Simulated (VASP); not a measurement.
# Te3Pb4Se (Pm-3m) in VASP: notebook

Te3Pb4Se is run at these levels: PBE; tasks: single point.

Everything below comes from runs of VASP 6.6.1. Logs are shortened: lines on timing, memory, paths and dates and some standing lists are left out, and cuts for length are marked.

## Step 1: The cell of the first run

It takes space group Pm-3m (No. 221, cubic). The conventional cell has a = 6.492 Å, b = 6.492 Å, c = 6.492 Å, α = 90.00°, β = 90.00°, γ = 90.00°. Within 4.3 Å of Te (site symmetry 4/mmm) lie 6 Pb at 3.25 Å. Within 4.3 Å of Pb (site symmetry 4/mmm) lie 4 Te at 3.25 Å and 2 Se at 3.25 Å. Pb (site symmetry m-3m) has 6 Te at 3.25 Å within 4.3 Å. Within 4.3 Å of Se (site symmetry m-3m) lie 6 Pb at 3.25 Å.

## Step 2: Single point, PBE

INCAR reads:

```
SYSTEM = Te3Pb4Se
ALGO = Normal
EDIFF = 1E-6
ENCUT = 500
GGA = PE
GGA_COMPAT = .False.
ISIF = 2
ISMEAR = 0
LASPH = .True.
LCHARG = .False.
LREAL = .False.
LWAVE = .False.
NBANDS = 50
NELM = 120
PREC = Accurate
SIGMA = 0.01
```

KPOINTS reads:

```
k-points
0
Gamma
  6 6 6
  0 0 0
```

POSCAR reads:

```
Te3Pb4Se
1.0
    6.4917536291      0.0000000000      0.0000000000
    0.0000000000      6.4917536291      0.0000000000
    0.0000000000      0.0000000000      6.4917536291
Te Pb Se
3 4 1
Direct
    0.5000000000      0.0000000000      0.0000000000
    0.0000000000      0.0000000000      0.5000000000
    0.0000000000      0.5000000000      0.0000000000
    0.0000000000      0.5000000000      0.5000000000
    0.5000000000      0.5000000000      0.0000000000
    0.0000000000      0.0000000000      0.0000000000
    0.5000000000      0.0000000000      0.5000000000
    0.5000000000      0.5000000000      0.5000000000
```

Potentials or basis: VASP PAW PBE potentials, release 64 (Te, Pb_d, Se).

Run with:

```sh
$ cat potpaw_PBE.64/Te/POTCAR potpaw_PBE.64/Pb_d/POTCAR potpaw_PBE.64/Se/POTCAR > POTCAR
$ mpirun -np 1 vasp_std > vasp.out
```

OUTCAR:

```text
SYSTEM = Te3Pb4Se
   EDIFF = 1E-6
   ENCUT = 500
   GGA = PE
   ISIF = 2
   ISMEAR = 0
   LASPH = .True.
   LREAL = .False.
   NELM = 120
   PREC = Accurate

 ion  position               nearest neighbor table
   1  0.500  0.000  0.000-   5 3.25   6 3.25   7 3.25   7 3.25   5 3.25   6 3.25
   2  0.000  0.000  0.500-   4 3.25   6 3.25   7 3.25   6 3.25   4 3.25   7 3.25
   3  0.000  0.500  0.000-   4 3.25   5 3.25   6 3.25   4 3.25   6 3.25   5 3.25
   4  0.000  0.500  0.500-   2 3.25   3 3.25   8 3.25   3 3.25   2 3.25   8 3.25
   5  0.500  0.500  0.000-   1 3.25   3 3.25   8 3.25   8 3.25   1 3.25   3 3.25
   6  0.000  0.000  0.000-   1 3.25   2 3.25   3 3.25   2 3.25   3 3.25   1 3.25
   7  0.500  0.000  0.500-   1 3.25   2 3.25   8 3.25   1 3.25   8 3.25   2 3.25
   8  0.500  0.500  0.500-   4 3.25   5 3.25   7 3.25   5 3.25   7 3.25   4 3.25

  LATTYP: Found a simple cubic cell.
 ALAT       =     6.4917536291

  Lattice vectors:

 A1 = (   6.4917536291,   0.0000000000,   0.0000000000)
 A2 = (   0.0000000000,   6.4917536291,   0.0000000000)
 A3 = (   0.0000000000,   0.0000000000,   6.4917536291)

Analysis of symmetry for initial positions (statically):
=====================================================================
 Subroutine PRICEL returns:
 Original cell was already a primitive cell.

 Routine SETGRP: Setting up the symmetry group for a
 simple cubic supercell.

 Subroutine GETGRP returns: Found 48 space group operations
 (whereof 48 operations were pure point group operations)
 out of a pool of 48 trial point group operations.

The static configuration has the point symmetry O_h .

Analysis of symmetry for dynamics (positions and initial velocities):
=====================================================================
 Subroutine PRICEL returns:
 Original cell was already a primitive cell.

 Routine SETGRP: Setting up the symmetry group for a
 simple cubic supercell.

 Subroutine GETGRP returns: Found 48 space group operations
 (whereof 48 operations were pure point group operations)
 out of a pool of 48 trial point group operations.

The dynamic configuration has the point symmetry O_h .

 Subroutine INISYM returns: Found 48 space group operations
 (whereof 48 operations are pure point group operations),
 and found     1 'primitive' translations

----------------------------------------------------------------------------------------

                                     Primitive cell

  volume of cell :     273.5811

  direct lattice vectors                    reciprocal lattice vectors
     6.491753629  0.000000000  0.000000000     0.154041582  0.000000000  0.000000000
     0.000000000  6.491753629  0.000000000     0.000000000  0.154041582  0.000000000
     0.000000000  0.000000000  6.491753629     0.000000000  0.000000000  0.154041582

  length of vectors
     6.491753629  6.491753629  6.491753629     0.154041582  0.154041582  0.154041582

  position of ions in fractional coordinates (direct lattice)
     0.500000000  0.000000000  0.000000000
     0.000000000  0.000000000  0.500000000
     0.000000000  0.500000000  0.000000000
     0.000000000  0.500000000  0.500000000
     0.500000000  0.500000000  0.000000000
     0.000000000  0.000000000  0.000000000
     0.500000000  0.000000000  0.500000000
     0.500000000  0.500000000  0.500000000

  ion indices of the primitive-cell ions
   primitive index   ion index
                 1           1
                 2           2
                 3           3
                 4           4
                 5           5
                 6           6
                 7           7
                 8           8

----------------------------------------------------------------------------------------

 KPOINTS: k-points

Automatic generation of k-mesh.
 Grid dimensions read from file:
 generate k-points for:    6    6    6

 Generating k-lattice:

  Cartesian coordinates                     Fractional coordinates (reciprocal lattice)
     0.025673597  0.000000000  0.000000000     0.166666667  0.000000000  0.000000000
     0.000000000  0.025673597  0.000000000     0.000000000  0.166666667  0.000000000
     0.000000000  0.000000000  0.025673597     0.000000000  0.000000000  0.166666667

  Length of vectors
     0.025673597  0.025673597  0.025673597

  Shift w.r.t. Gamma in fractional coordinates (k-lattice)
     0.000000000  0.000000000  0.000000000

 Subroutine IBZKPT returns following result:
 ===========================================

 Found     20 irreducible k-points:

 Following reciprocal coordinates:
            Coordinates               Weight
  0.000000  0.000000  0.000000      1.000000
  0.166667  0.000000  0.000000      6.000000
  0.333333  0.000000  0.000000      6.000000
  0.500000  0.000000  0.000000      3.000000
  0.166667  0.166667  0.000000     12.000000
  0.333333  0.166667  0.000000     24.000000
[... 12 lines left out ...]
  0.500000  0.500000  0.333333      6.000000
  0.500000  0.500000  0.500000      1.000000
   k-points           NKPTS =     20   k-points in BZ     NKDIM =     20   number of bands    NBANDS=     50
   number of dos      NEDOS =    301   number of ions     NIONS =      8
   total plane-waves  NPLWV = 110592
   dimension x,y,z NGX =    48 NGY =   48 NGZ =   48
   dimension x,y,z NGXF=    96 NGYF=   96 NGZF=   96
   ions per type =               3   4   1
   NGX,Y,Z   is equivalent  to a cutoff of  12.29, 12.29, 12.29 a.u.
   NGXF,Y,Z  is equivalent  to a cutoff of  24.58, 24.58, 24.58 a.u.
 SYSTEM =  Te3Pb4Se
   PREC   = accura    normal or accurate (medium, high low for compatibility)
   ISTART =      0    job   : 0-new  1-cont  2-samecut
   ICHARG =      2    charge: 1-file 2-atom 10-const
   ISPIN  =      1    spin polarized calculation?
   LNONCOLLINEAR =      F non collinear calculations
   LSORBIT =      F    spin-orbit coupling
   LASPH  =      T    aspherical Exc in radial PAW
   ENCUT  =  500.0 eV  36.75 Ry    6.06 a.u.  11.84 11.84 11.84*2*pi/ulx,y,z
   NELM   =    120;   NELMIN=  2; NELMDL= -5     # of ELM steps
   EDIFF  = 0.1E-05   stopping-criterion for ELM
   LREAL  =      F    real-space projection
   EDIFFG = 0.1E-04   stopping-criterion for IOM
   NSW    =      0    number of steps for IOM
   IBRION =     -1    ionic relax: 0-MD 1-quasi-New 2-CG
   NFREE  =      0    steps in history (QN), initial steepest desc. (CG)
   ISIF   =      2    stress and relaxation
   ISYM   =      2    0-nonsym 1-usesym 2-fastsym
   POTIM  = 0.5000    time-step for ionic-motion
   TEBEG  =    0.0;   TEEND  =   0.0 temperature during run
   PSTRESS=    0.0 pullay stress
   NELECT =      80.0000    total number of electrons
   NUPDOWN=      -1.0000    fix difference up-down
   EMIN   =  10.00;   EMAX   =-10.00  energy-range for DOS
   EFERMI =   0.00;   METHOD = LEGACY
   ISMEAR =     0;   SIGMA  =   0.01  broadening in eV -4-tet -1-fermi 0-gaus
   EFERMI_NEDOS =   21; number of points for ismear=-14 and -15
   IALGO  =     38    algorithm
   IMIX   =      4    mixing-type and parameters
     AMIX     =   0.40;   BMIX     =  1.00
     AMIX_MAG =   1.60;   BMIX_MAG =  1.00
  volume/ion in A,a.u.               =      34.20       230.78
  Fermi-wavevector in a.u.,A,eV,Ry     =   1.086616  2.053407 16.064868  1.180735
  Thomas-Fermi vector in A             =   2.222757
   LORBIT       =      0    0 simple, 1 ext, 2 COOP (PROOUT), +10 PAW based schemes
   GGA     = PE    functional components
   LHFCALC =     F    Hartree Fock is set to
   AEXX    =    0.0000 exact exchange contribution
   IVDW    =     0    specifies the selected vdW correction
   LEPSILON=     F    determine dielectric tensor
   LRPA    =     F    only Hartree local field effects (RPA)
 non-spin polarized calculation
 Gauss-broadening in eV      SIGMA  =   0.01
  energy-cutoff  :      500.00
  volume of cell :      273.58
 maximum number of plane-waves:      6979
 NGX is ok and might be reduce to    48
   NGX = 23   NGY = 23   NGZ = 23

 number of electron      80.0000032 magnetization

 Free energy of the ion-electron system (eV)
  ---------------------------------------------------
  ext. energy  EPLUGINS =         0.00000000
  ---------------------------------------------------
  free energy    TOTEN  =       -30.58892297 eV

  energy without entropy =      -30.58892297  energy(sigma->0) =      -30.58892297

 E-fermi :   4.9747     XC(G=0):  -9.1156

 val. band max:        4.9070909681   @ k =   0.5000   0.5000   0.5000
 cond. band min:       5.1116094364   @ k =   0.5000   0.5000   0.5000
 fundamental gap:      0.2045184683
 Fermi energy:         4.9746838705

 k-point     1 :       0.0000    0.0000    0.0000
  band No.  band energies     occupation
      1     -11.8886      2.00000
      2     -11.8886      2.00000
      3     -11.8791      2.00000
      4     -11.8395      2.00000
      5     -11.8395      2.00000
      6     -11.8395      2.00000
[... 42 lines left out ...]
     49       9.8519      0.00000
     50      10.3842      0.00000

 k-point     2 :       0.1667    0.0000    0.0000
  band No.  band energies     occupation
      1     -11.8851      2.00000
      2     -11.8848      2.00000
      3     -11.8753      2.00000
      4     -11.8391      2.00000
      5     -11.8376      2.00000
      6     -11.8376      2.00000
[... 42 lines left out ...]
     49       9.8539      0.00000
     50       9.8542      0.00000

 k-point     3 :       0.3333    0.0000    0.0000
  band No.  band energies     occupation
      1     -11.8782      2.00000
      2     -11.8759      2.00000
      3     -11.8652      2.00000
      4     -11.8396      2.00000
      5     -11.8384      2.00000
      6     -11.8362      2.00000
[... 42 lines left out ...]
     49       9.2620      0.00000
     50       9.7500      0.00000

 k-point     4 :       0.5000    0.0000    0.0000
  band No.  band energies     occupation
      1     -11.8747      2.00000
      2     -11.8701      2.00000
      3     -11.8565      2.00000
      4     -11.8435      2.00000
      5     -11.8427      2.00000
      6     -11.8379      2.00000
[... 787 lines left out ...]
 k-point    19 :       0.5000    0.5000    0.3333
  band No.  band energies     occupation
      1     -11.8572      2.00000
      2     -11.8572      2.00000
      3     -11.8558      2.00000
      4     -11.8402      2.00000
      5     -11.8390      2.00000
      6     -11.8390      2.00000
[... 42 lines left out ...]
     49       7.2674      0.00000
     50       7.2725      0.00000

 k-point    20 :       0.5000    0.5000    0.5000
  band No.  band energies     occupation
      1     -11.8567      2.00000
      2     -11.8567      2.00000
      3     -11.8567      2.00000
      4     -11.8393      2.00000
      5     -11.8393      2.00000
      6     -11.8393      2.00000
[... 42 lines left out ...]
     49       6.2694      0.00000
     50       6.2694      0.00000

------------------------ aborting loop because EDIFF is reached ----------------------------------------

  FORCE on cell =-STRESS in cart. coord.  units (eV):
  Direction    XX          YY          ZZ          XY          YZ          ZX
  --------------------------------------------------------------------------------------
  -------------------------------------------------------------------------------------
  Total       -0.0399093     -0.0399093     -0.0399093     -0.0000000     -0.0000000      0.0000000
  in kB       -0.2337217     -0.2337217     -0.2337217     -0.0000000     -0.0000000      0.0000000
  external PRESSURE =      -0.2337217 kB  Pullay stress =       0.0000000 kB

 VOLUME and BASIS-vectors are now :
 -----------------------------------------------------------------------------
  energy-cutoff  :      500.00
  volume of cell :      273.58
      direct lattice vectors                 reciprocal lattice vectors
     6.491753629  0.000000000  0.000000000     0.154041582  0.000000000  0.000000000
     0.000000000  6.491753629  0.000000000     0.000000000  0.154041582  0.000000000
     0.000000000  0.000000000  6.491753629     0.000000000  0.000000000  0.154041582

 POSITION                                       TOTAL-FORCE (eV/Angst)
 -----------------------------------------------------------------------------------
      3.24588      0.00000      0.00000         0.000000      0.000000      0.000000
      0.00000      0.00000      3.24588         0.000000      0.000000      0.000000
      0.00000      3.24588      0.00000         0.000000      0.000000      0.000000
      0.00000      3.24588      3.24588         0.000000      0.000000      0.000000
      3.24588      3.24588      0.00000         0.000000      0.000000      0.000000
      0.00000      0.00000      0.00000         0.000000      0.000000      0.000000
      3.24588      0.00000      3.24588         0.000000      0.000000      0.000000
      3.24588      3.24588      3.24588         0.000000      0.000000      0.000000
 -----------------------------------------------------------------------------------
    total drift:                                0.000000      0.000000     -0.000000

  FREE ENERGIE OF THE ION-ELECTRON SYSTEM (eV)
  ---------------------------------------------------
  free  energy   TOTEN  =       -30.5889229680 eV

  energy  without entropy=      -30.5889229680  energy(sigma->0) =      -30.58892297
```

Run time: 8.1 min. Hardware: 1 thread of Oxide Virtual Turin-like, shared host; peak memory 0.44 GiB.

Results:

- Free energy: -30.5889 eV
- Pressure: 0.0 GPa
- Band gap on the k mesh: 0.20 eV

Levels at points of the mesh, in eV from the valence-band top:
```
           k point  band 36  band 37  band 38  band 39  band 40  band 41  band 42  band 43  band 44  band 45
(0.00, 0.00, 0.00)    -2.57    -2.57    -1.31    -1.31    -1.31     3.53     3.53     3.53     4.02     4.02
(0.50, 0.00, 0.00)    -2.00    -1.35    -1.32    -0.51    -0.33     1.69     1.73     2.40     2.52     4.07
(0.50, 0.50, 0.00)    -1.00    -0.65    -0.65    -0.59    -0.57     1.35     1.57     1.57     1.78     1.78
(0.50, 0.50, 0.50)    -0.84    -0.07    -0.07    -0.07     0.00     0.20     0.84     0.84     0.84     1.31
```

Caveat: spin-orbit coupling is left out, which moves the levels of the heavy elements. A k mesh can miss the band edges.

## Step 3: Single point, PBE

INCAR reads:

```
ALGO = Normal
EDIFF = 1E-6
ENCUT = 500
GGA = PE
GGA_COMPAT = False
ISIF = 2
ISMEAR = 0
LASPH = True
LCHARG = False
LREAL = False
LWAVE = False
NBANDS = 50
NELM = 120
PREC = Accurate
SIGMA = 0.01
```

KPOINTS reads:

```
k-points
0
Gamma
  6 6 6
```

POSCAR, as its differences from that of step 2:

```diff
@@ -2,5 +2,5 @@
 1.0
-    6.4917536291      0.0000000000      0.0000000000
-    0.0000000000      6.4917536291      0.0000000000
-    0.0000000000      0.0000000000      6.4917536291
+    6.4925738754      0.0000000000      0.0000000000
+    0.0000000000      6.4925738754      0.0000000000
+    0.0000000000      0.0000000000      6.4925738754
 Te Pb Se
```

Potentials or basis: VASP PAW PBE potentials, release 64 (Te, Pb_d, Se).

Run with:

```sh
$ cat potpaw_PBE.64/Te/POTCAR potpaw_PBE.64/Pb_d/POTCAR potpaw_PBE.64/Se/POTCAR > POTCAR
$ mpirun -np 1 vasp_std > vasp.out
```

Wall time 8.7 min (1 thread of Oxide Virtual Turin-like, shared host); peak memory 0.44 GiB.

Results (log left out):

```
Free energy            : -30.5889 eV
Pressure               : 0.0 GPa
Band gap on the k mesh : 0.21 eV
```

Levels at points of the mesh, in eV from the valence-band top:
| k point | band 38 | band 39 | band 40 | band 41 | band 42 | band 43 |
| --- | --- | --- | --- | --- | --- | --- |
| (0.00, 0.00, 0.00) | -1.31 | -1.31 | -1.31 | 3.53 | 3.53 | 3.53 |
| (0.50, 0.00, 0.00) | -1.32 | -0.51 | -0.33 | 1.69 | 1.74 | 2.40 |
| (0.50, 0.50, 0.00) | -0.65 | -0.59 | -0.57 | 1.35 | 1.57 | 1.57 |
| (0.50, 0.50, 0.50) | -0.07 | -0.07 | 0.00 | 0.21 | 0.84 | 0.84 |

Caveat: spin-orbit coupling is left out, which moves the levels of the heavy elements. A k mesh can miss the band edges.

## Step 4: Single point, PBE

INCAR reads:

```
SYSTEM = Te3Pb4Se
PREC     = Accurate       ! precision mode
ENCUT    = 500            ! plane-wave cutoff, eV
EDIFF    = 1E-6           ! SCF threshold, eV
ISMEAR   = 0              ! smearing method
SIGMA    = 0.01           ! smearing width, eV
LREAL    = .False.        ! projectors in reciprocal space
LASPH    = .True.         ! aspherical terms in the spheres
NELM     = 120            ! most SCF steps
ALGO     = Normal         ! electronic algorithm
ISIF     = 2              ! what is computed and relaxed
LWAVE    = .False.        ! write WAVECAR
LCHARG   = .False.        ! write CHGCAR
GGA      = PE             ! functional
NBANDS   = 50             ! bands
GGA_COMPAT= .False.
```

KPOINTS reads:

```
Automatic mesh
0
Gamma
  6 6 6
  0 0 0
```

POSCAR, as its differences from that of step 3:

```diff
@@ -2,5 +2,5 @@
 1.0
-    6.4925738754      0.0000000000      0.0000000000
-    0.0000000000      6.4925738754      0.0000000000
-    0.0000000000      0.0000000000      6.4925738754
+    6.4925746321      0.0000000000      0.0000000000
+    0.0000000000      6.4925746321      0.0000000000
+    0.0000000000      0.0000000000      6.4925746321
 Te Pb Se
```

Run with:

```sh
$ cat potpaw_PBE.64/Te/POTCAR potpaw_PBE.64/Pb_d/POTCAR potpaw_PBE.64/Se/POTCAR > POTCAR
$ mpirun -np 1 vasp_std > vasp.out
```

Wall time 6.9 min (1 thread of Oxide Virtual Turin-like, shared host); peak memory 0.44 GiB.

Results (log left out):

| Quantity | Value |
| --- | --- |
| Free energy | -30.5889 eV |
| Pressure | 0.0 GPa |
| Band gap on the k mesh | 0.21 eV |

Levels at points of the mesh, in eV from the valence-band top:
```tsv
k point	band 36	band 37	band 38	band 39	band 40	band 41	band 42	band 43	band 44	band 45
(0.00, 0.00, 0.00)	-2.57	-2.57	-1.31	-1.31	-1.31	3.53	3.53	3.53	4.02	4.02
(0.50, 0.00, 0.00)	-2.00	-1.35	-1.32	-0.51	-0.33	1.69	1.74	2.40	2.52	4.07
(0.50, 0.50, 0.00)	-1.00	-0.65	-0.65	-0.59	-0.57	1.35	1.57	1.57	1.78	1.78
(0.50, 0.50, 0.50)	-0.84	-0.07	-0.07	-0.07	0.00	0.21	0.84	0.84	0.84	1.32
```

Caveat: spin-orbit coupling is left out, which moves the levels of the heavy elements. A k mesh can miss the band edges.
